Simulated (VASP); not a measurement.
The system is PtS2.

```xyz
3
Lattice="3.5709 0.0000 0.0000 -1.7855 3.0925 0.0000 0.0000 0.0000 5.7444" Properties=species:S:1:pos:R:3 pbc="T T T"
Pt    0.0000    0.0000    0.0000
S     0.0000    2.0617    1.2425
S     1.7855    1.0308    4.5019
```

- Program: VASP 6.6.1
- Task: relaxation of shape and atoms at fixed volume
- Functional: r2SCAN
- Potentials or basis: VASP PAW PBE potentials, release 64 (Pt, S)
- Cutoff: 550 eV
- k mesh: 8 × 8 × 4
- Occupations: gaussian, width 0.05 eV
- Spin: no spin polarisation

At the start: pressure -2.6 GPa; volume 21.15 Å³/atom.

Q: Where does the relaxation end?

A: Over 6 steps the energy falls by 3.0 meV/atom; space group P-3m1 (No. 164, to 0.1 Å) before and after.

The path:
| step | energy change (eV) | largest force (eV/Å) | pressure (GPa) | volume (Å³) |
| --- | --- | --- | --- | --- |
| 1 | 0.0000 | 0.2641 | -2.57 | 63.44 |
| 2 | -0.0062 | 0.1124 | -1.54 | 63.44 |
| 3 | -0.0081 | 0.0230 | -0.61 | 63.44 |
| 4 | -0.0082 | 0.0369 | -0.52 | 63.44 |
| 5 | -0.0088 | 0.0144 | -0.40 | 63.44 |
| 6 | -0.0089 | 0.0015 | -0.33 | 63.44 |

Final structure:
```
Pt S
1.0
     3.54762    0.00000    0.00000
    -1.77381    3.07233    0.00000
     0.00000    0.00000    5.82022
Pt S
1 2
Direct
  0.00000 0.00000 0.00000
  0.33333 0.66667 0.21217
  0.66667 0.33333 0.78783
```

Caveat: the PAW data sets were made with another functional, which shifts forces and pressure a little.
